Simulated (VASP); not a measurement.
Set up this calculation in VASP 6.6.1, as the native input.

* Task: single point
* Functional: PBE
* Potentials or basis: VASP PAW PBE potentials, release 64 (Be, Se)
* Cutoff: 520 eV
* k mesh: 6 × 6 × 2
* Occupations: gaussian, width 0.1 eV
* Spin: no spin polarisation
* Dipole correction: no
* Further INCAR settings: ALGO = Normal; EDIFF = 1e-07; NBANDS = 21

The structure of BeSe4 lies in POSCAR:

```
BeSe4
1.0
    3.5960978728     -0.0000000031      0.0000000000
   -1.7980489337      3.1143121139      0.0000000000
    0.0000000000      0.0000000000      8.5998038404
Be Se
1 4
Direct
    0.0000000000      0.0000000000      0.0000000000
    0.3333333333      0.6666666667      0.8541448152
    0.3333333333      0.6666666667      0.3961602339
    0.6666666667      0.3333333333      0.1458551848
    0.6666666667      0.3333333333      0.6038397661
```

These files were run (other wordings do the same):

INCAR

```
PREC     = Accurate       # precision mode
ENCUT    = 520            # plane-wave cutoff, eV
EDIFF    = 1E-7           # SCF threshold, eV
ISMEAR   = 0              # smearing method
SIGMA    = 0.1            # smearing width, eV
LREAL    = False          # projectors in reciprocal space
LASPH    = True           # aspherical terms in the spheres
NELM     = 80             # most SCF steps
ALGO     = Normal         # electronic algorithm
ISIF     = 2              # what is computed and relaxed
LWAVE    = False          # write WAVECAR
LCHARG   = False          # write CHGCAR
GGA      = PE             # functional
NBANDS   = 21             # bands
```

KPOINTS

```
Automatic mesh
0
Gamma
  6 6 2
```

Potentials or basis: VASP PAW PBE potentials, release 64 (Be, Se).

Command:

```bash
$ cat potpaw_PBE.64/Be/POTCAR potpaw_PBE.64/Se/POTCAR > POTCAR
$ mpirun -np 1 vasp_std > vasp.out
```

Results of the run:

- Pressure: 0.1 GPa
- Largest force: 0.025 eV/Å
- Band gap on the k mesh: zero (band 13 reaches 5.42 eV, above the bottom of band 14 at 4.39 eV)

Caveat: the k points lie up to 0.37 Å⁻¹ apart.

Wall time 19 s on 1 thread of AMD EPYC 9R45 96-Core Processor (Zen 5) (shared host), peak memory 0.18 GiB.
